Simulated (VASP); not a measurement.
A run of VASP 6.6.1 is set up as follows.

File POSCAR:

```
BaTiO3
1.0
   -3.9858527400     -3.9744579600      0.0000000000
   -3.9631028700      3.9744579600      0.0000000000
   -0.0113749400     -0.0113451600     -3.9744480300
Ba Ti O
2 2 6
Direct
    0.0000000000      0.0000000000      0.0000000000
    0.5000000000      0.5000000000      0.0000000000
    0.5107000000      0.0000000000      0.5107000000
    0.0107000000      0.5000000000      0.5107000000
    0.9887000000      0.5000000000      0.9800000000
    0.4887000000      0.0000000000      0.9800000000
    0.7343500000      0.2456500000      0.4887000000
    0.2343500000      0.7456500000      0.4887000000
    0.7343500000      0.7543500000      0.4887000000
    0.2343500000      0.2543500000      0.4887000000
```

The input INCAR.step1:

```
PREC = Accurate
ENCUT = 520
ISMEAR = -1
SIGMA = 0.1
LREAL = False
LASPH = True
NELM = 150
ISPIN = 2
MAGMOM = 0 0 0 0 0 0 0 0 0 0
LMAXMIX = 4
NBANDS = 55
GGA = PE
ALGO = Normal
EDIFF = 1E-4
LWAVE = True
LCHARG = False
```

INCAR.step2

```
PREC = Accurate
ENCUT = 520
EDIFF = 1E-7
ISMEAR = -1
SIGMA = 0.1
LREAL = False
LASPH = True
NELM = 150
ALGO = Normal
ISIF = 2
LWAVE = False
LCHARG = False
ISPIN = 2
MAGMOM = 0 0 0 0 0 0 0 0 0 0
LORBIT = 11
LMAXMIX = 4
METAGGA = R2SCAN
LMIXTAU = True
NBANDS = 55
ISTART = 1
```

KPOINTS

```
regular mesh
0
Gamma
  3 3 5
```

Potentials or basis: VASP PAW PBE potentials, release 64 (Ba_sv, Ti_sv, O).

Launch:

```sh
$ cat potpaw_PBE.64/Ba_sv/POTCAR potpaw_PBE.64/Ti_sv/POTCAR potpaw_PBE.64/O/POTCAR > POTCAR
$ cp INCAR.step1 INCAR
$ mpirun -np 1 vasp_std > vasp.out
$ cp INCAR.step2 INCAR
$ mpirun -np 1 vasp_std > vasp.out
```

**Question.** What does it give for the net moment?

**Answer.** 0.00 μB per cell.

**Question.** Predict the band gap on the k mesh.

**Answer.** 2.78 eV.

**Question.** Predict the pressure.

**Answer.** 8.0 GPa.

Stress tensor (GPa, compression positive):
```
 8.00 -0.17 -0.19
-0.17  8.00 -0.19
-0.19 -0.19  7.95
```

Caveat: the cell stands under pressure; the PAW data sets were made with another functional, which shifts forces and pressure a little; spin-orbit coupling is left out, which moves the levels of the heavy elements; an odd mesh through Γ misses points on the zone boundary, where band edges can lie.
